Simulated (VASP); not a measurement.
# MgS in VASP: notebook, part 2 of 2

VASP 6.6.1. Earlier steps stand in the parts before.

### Step 4. Single point, HSE06 (epitaxial xy strain -3.9%)

POSCAR reads:

```
MgS
1.0
    0.0000000000      2.5005790411      2.6649434144
    2.5005790411      0.0000000000      2.6649434144
    2.5005790411      2.5005790411      0.0000000000
Mg S
1 1
Direct
    0.0000000000      0.0000000000      0.0000000000
    0.5000000000      0.5000000000      0.5000000000
```

INCAR.step1 reads:

```
  PREC = Accurate
  ENCUT = 520
  EDIFF = 1E-5
  ISMEAR = 0
  SIGMA = 0.01
  LREAL = False
  LASPH = True
  NELM = 100
  ALGO = Normal
  ISIF = 2
  LWAVE = True
  NBANDS = 11
  GGA = PE
```

INCAR.step2 reads:

```
  PREC = Accurate
  ENCUT = 520
  EDIFF = 1E-7
  ISMEAR = 0
  SIGMA = 0.01
  LREAL = False
  LASPH = True
  NELM = 100
  ALGO = Normal
  ISIF = 2
  LWAVE = False
  LCHARG = True
  GGA = PE
  LHFCALC = True
  HFSCREEN = 0.2079
  PRECFOCK = Normal
  LELF = True
  LVHAR = True
  NBANDS = 11
  ISTART = 1
```

KPOINTS reads:

```
regular mesh
0
Gamma
  6 6 6
```

Potentials or basis: VASP PAW PBE potentials, release 64 (Mg, S).

On the command line:

```console
$ cat potpaw_PBE.64/Mg/POTCAR potpaw_PBE.64/S/POTCAR > POTCAR
$ cp INCAR.step1 INCAR
$ mpirun -np 1 vasp_std > vasp.out
$ cp INCAR.step2 INCAR
$ mpirun -np 1 vasp_std > vasp.out
```

OUTCAR:

```text
PREC = Accurate
   ENCUT = 520
   EDIFF = 1E-7
   ISMEAR = 0
   LREAL = False
   LASPH = True
   NELM = 100
   ISIF = 2
   GGA = PE
   LHFCALC = True
   HFSCREEN = 0.2079
   PRECFOCK = Normal
   ISTART = 1

 ion  position               nearest neighbor table
   1  0.000  0.000  0.000-   2 2.50   2 2.50   2 2.50   2 2.50   2 2.66   2 2.66
   2  0.500  0.500  0.500-   1 2.50   1 2.50   1 2.50   1 2.50   1 2.66   1 2.66

  LATTYP: Found a body centered tetragonal cell.
 ALAT       =     3.5363527937
 C/A-ratio  =     1.5071705624

  Lattice vectors:

 A1 = (  -2.5005790411,   0.0000000000,   2.6649434144)
 A2 = (   2.5005790411,   0.0000000000,   2.6649434144)
 A3 = (   0.0000000000,   2.5005790411,  -2.6649434144)

Analysis of symmetry for initial positions (statically):
=====================================================================
 Subroutine PRICEL returns:
 Original cell was already a primitive cell.

 Routine SETGRP: Setting up the symmetry group for a
 body centered tetragonal supercell.

 Subroutine GETGRP returns: Found 16 space group operations
 (whereof 16 operations were pure point group operations)
 out of a pool of 16 trial point group operations.

The static configuration has the point symmetry D_4h.

Analysis of symmetry for dynamics (positions and initial velocities):
=====================================================================
 Subroutine PRICEL returns:
 Original cell was already a primitive cell.

 Routine SETGRP: Setting up the symmetry group for a
 body centered tetragonal supercell.

 Subroutine GETGRP returns: Found 16 space group operations
 (whereof 16 operations were pure point group operations)
 out of a pool of 16 trial point group operations.

The dynamic configuration has the point symmetry D_4h.

 Subroutine INISYM returns: Found 16 space group operations
 (whereof 16 operations are pure point group operations),
 and found     1 'primitive' translations

----------------------------------------------------------------------------------------

                                     Primitive cell

  volume of cell :      33.3272

  direct lattice vectors                    reciprocal lattice vectors
     0.000000000  2.500579041  2.664943414    -0.199953687  0.199953687  0.187621245
     2.500579041  0.000000000  2.664943414     0.199953687 -0.199953687  0.187621245
     2.500579041  2.500579041  0.000000000     0.199953687  0.199953687 -0.187621245

  length of vectors
     3.654424571  3.654424571  3.536352794     0.339359228  0.339359228  0.339359228

  position of ions in fractional coordinates (direct lattice)
     0.000000000  0.000000000  0.000000000
     0.500000000  0.500000000  0.500000000

  ion indices of the primitive-cell ions
   primitive index   ion index
                 1           1
                 2           2

----------------------------------------------------------------------------------------

 KPOINTS: regular mesh

Automatic generation of k-mesh.
 Grid dimensions read from file:
 generate k-points for:    6    6    6

 Generating k-lattice:

[... 43 lines left out ...]
   k-points           NKPTS =     30   k-points in BZ     NKDIM =    216   number of bands    NBANDS=     11
   number of dos      NEDOS =    301   number of ions     NIONS =      2
   total plane-waves  NPLWV =  21952
   dimension x,y,z NGX =    28 NGY =   28 NGZ =   28
   dimension x,y,z NGXF=    56 NGYF=   56 NGZF=   56
   ions per type =               1   1
   NGX,Y,Z   is equivalent  to a cutoff of  12.74, 12.74, 13.16 a.u.
   NGXF,Y,Z  is equivalent  to a cutoff of  25.48, 25.48, 26.33 a.u.
 SYSTEM =  unknown system
   PREC   = accura    normal or accurate (medium, high low for compatibility)
   ISTART =      1    job   : 0-new  1-cont  2-samecut
   ICHARG =      0    charge: 1-file 2-atom 10-const
   ISPIN  =      1    spin polarized calculation?
   LNONCOLLINEAR =      F non collinear calculations
   LSORBIT =      F    spin-orbit coupling
   LASPH  =      T    aspherical Exc in radial PAW
   ENCUT  =  520.0 eV  38.22 Ry    6.18 a.u.   6.79  6.79  6.58*2*pi/ulx,y,z
   NELM   =    100;   NELMIN=  2; NELMDL=  0     # of ELM steps
   EDIFF  = 0.1E-06   stopping-criterion for ELM
   LREAL  =      F    real-space projection
   EDIFFG = 0.1E-05   stopping-criterion for IOM
   NSW    =      0    number of steps for IOM
   IBRION =     -1    ionic relax: 0-MD 1-quasi-New 2-CG
   NFREE  =      0    steps in history (QN), initial steepest desc. (CG)
   ISIF   =      2    stress and relaxation
   ISYM   =      3    0-nonsym 1-usesym 2-fastsym
   POTIM  = 0.5000    time-step for ionic-motion
   TEBEG  =    0.0;   TEEND  =   0.0 temperature during run
   PSTRESS=    0.0 pullay stress
   NELECT =       8.0000    total number of electrons
   NUPDOWN=      -1.0000    fix difference up-down
   EMIN   =  10.00;   EMAX   =-10.00  energy-range for DOS
   EFERMI =   0.00;   METHOD = LEGACY
   ISMEAR =     0;   SIGMA  =   0.01  broadening in eV -4-tet -1-fermi 0-gaus
   EFERMI_NEDOS =   21; number of points for ismear=-14 and -15
   IALGO  =     38    algorithm
   IMIX   =      1    mixing-type and parameters
     AMIX     =   0.40;   BMIX     =  1.00
     AMIX_MAG =   1.60;   BMIX_MAG =  1.00
  volume/ion in A,a.u.               =      16.66       112.45
  Fermi-wavevector in a.u.,A,eV,Ry     =   1.017431  1.922666 14.084295  1.035167
  Thomas-Fermi vector in A             =   2.150832
   LORBIT       =      0    0 simple, 1 ext, 2 COOP (PROOUT), +10 PAW based schemes
   GGA     = PE    functional components
   LHFCALC =     T    Hartree Fock is set to
   PRECFOCK=normal    Normal, Fast or Accurate (Low or Medium for compatibility)
   ENCUT4O =  -1.0   cutoff for four orbital integrals eV
   NKREDX  =     1    reduce k-point grid by
   NKREDY  =     1    reduce k-point grid by
   NKREDZ  =     1    reduce k-point grid by
   AEXX    =    0.2500 exact exchange contribution
   HFSCREEN=    0.2079 screening length (either q_TF or 0.3 A-1)
   HFSCREENC=   0.2079 screening length for correlation (either q_TF or 0.3 A-1)
   ENCUTFOCK=  -1.0 apply spherical cutoff to Coloumb kernel
   IVDW    =     0    specifies the selected vdW correction
   LEPSILON=     F    determine dielectric tensor
   LRPA    =     F    only Hartree local field effects (RPA)
 non-spin polarized calculation
 Gauss-broadening in eV      SIGMA  =   0.01
  energy-cutoff  :      520.00
  volume of cell :       33.33
 maximum number of plane-waves:       914
  NGX = 24; NGY = 24; NGZ = 20

 number of electron       8.0000000 magnetization

 Free energy of the ion-electron system (eV)
  ---------------------------------------------------
  ext. energy  EPLUGINS =         0.00000000
  ---------------------------------------------------
  free energy    TOTEN  =        -9.83087718 eV

  energy without entropy =       -9.83087718  energy(sigma->0) =       -9.83087718

 E-fermi :   3.8382     XC(G=0):  -8.2239

 val. band max:        3.7308645556   @ k =   0.0000   0.0000   0.0000
 cond. band min:       7.3523089635   @ k =   0.5000   0.0000   0.5000
 fundamental gap:      3.6214444079
 Fermi energy:         3.8381971566

 k-point     1 :       0.0000    0.0000    0.0000
  band No.  band energies     occupation
      1     -10.7594      2.00000
      2       3.4660      2.00000
      3       3.4660      2.00000
      4       3.7309      2.00000
      5       8.8303      0.00000
      6      12.1911      0.00000
      7      12.9019      0.00000
      8      12.9019      0.00000
      9      14.8272      0.00000
     10      15.8154      0.00000
     11      17.4862      0.00000
[... 309 lines left out ...]
 k-point    24 :       0.5000    0.0000    0.3333
  band No.  band energies     occupation
      1      -8.7764      2.00000
      2      -1.0120      2.00000
      3       0.8024      2.00000
      4       1.8083      2.00000
      5       8.2910      0.00000
      6      10.0926      0.00000
      7      14.9280      0.00000
      8      15.8056      0.00000
      9      18.4807      0.00000
     10      19.8023      0.00000
     11      21.5178      0.00000

 [... further k-points ...]
[... 5 lines left out ...]
  --------------------------------------------------------------------------------------
  -------------------------------------------------------------------------------------
  Total        1.5806573      1.5806573     -0.1247656      0.0000000      0.0000000      0.0000000
  in kB       75.9887238     75.9887238     -5.9979989      0.0000000      0.0000000      0.0000000
  external PRESSURE =      48.6598162 kB  Pullay stress =       0.0000000 kB

 VOLUME and BASIS-vectors are now :
 -----------------------------------------------------------------------------
  energy-cutoff  :      520.00
  volume of cell :       33.33
      direct lattice vectors                 reciprocal lattice vectors
     0.000000000  2.500579041  2.664943414    -0.199953687  0.199953687  0.187621245
     2.500579041  0.000000000  2.664943414     0.199953687 -0.199953687  0.187621245
     2.500579041  2.500579041  0.000000000     0.199953687  0.199953687 -0.187621245

 POSITION                                       TOTAL-FORCE (eV/Angst)
 -----------------------------------------------------------------------------------
      0.00000      0.00000      0.00000         0.000000      0.000000      0.000000
      2.50058      2.50058      2.66494         0.000000      0.000000      0.000000
 -----------------------------------------------------------------------------------
    total drift:                                0.000004     -0.000002     -0.000226

  FREE ENERGIE OF THE ION-ELECTRON SYSTEM (eV)
  ---------------------------------------------------
  free  energy   TOTEN  =        -9.8308771758 eV

  energy  without entropy=       -9.8308771758  energy(sigma->0) =       -9.83087718
```

It took 40 min on 1 thread of Intel Xeon Platinum 8259CL at 2.50GHz (Skylake/Cascade Lake), shared host; peak memory 0.28 GiB.

Results:

- Free energy: -9.8309 eV
- Pressure: 4.9 GPa
- Band gap on the k mesh: 3.62 eV, indirect (least direct gap 5.10 eV)

Stress tensor (GPa, compression positive):
```
 7.60  0.00  0.00
 0.00  7.60  0.00
 0.00  0.00 -0.60
```

Levels at points of the mesh, in eV from the valence-band top:
```
           k point  band 2  band 3  band 4  band 5  band 6  band 7
(0.00, 0.00, 0.00)   -0.26   -0.26    0.00    5.10    8.46    9.17
(0.50, 0.00, 0.00)   -5.77   -1.01   -0.78    5.40    7.71    8.36
(0.50, 0.50, 0.00)   -5.14   -1.93   -1.93    4.04    5.16   13.49
(0.50, 0.00, 0.50)   -5.06   -2.57   -1.94    3.62    4.94   14.11
```

Caveat: the cell differs from its parent crystal (epitaxial xy strain -3.9%); the PAW data sets were made with another functional, which shifts forces and pressure a little. A k mesh can miss the band edges.

### Step 5. The runs side by side

```csv
level,cell,k mesh,grid for exact exchange (PRECFOCK),screening parameter,gap on the mesh (eV),pressure (GPa)
r2SCAN,"a = 3.654, b = 3.654, c = 3.536 Å, angles 61.1, 61.1, 57.9°, 2 atoms",8 × 8 × 8,-,-,3.31,5.2
r2SCAN,"a = 3.680, b = 3.680, c = 3.759 Å, angles 59.3, 59.3, 58.6°, 2 atoms",8 × 8 × 8,-,-,3.14,-0.4
HSE06,"a = 3.654, b = 3.654, c = 3.536 Å, angles 61.1, 61.1, 57.9°, 2 atoms",6 × 6 × 6,Normal,0.2079 1/Å,3.62,4.9
```

Alike in all rows: task single point; potentials or basis VASP PAW PBE potentials, release 64 (Mg, S); no spin polarisation; cutoff (eV) 520; smearing gaussian 0.01 eV.

Caveats: the PAW data sets were made with another functional, which shifts forces and pressure a little.

Total energies depend on the potentials used, so only differences within one code and one set of settings carry meaning.
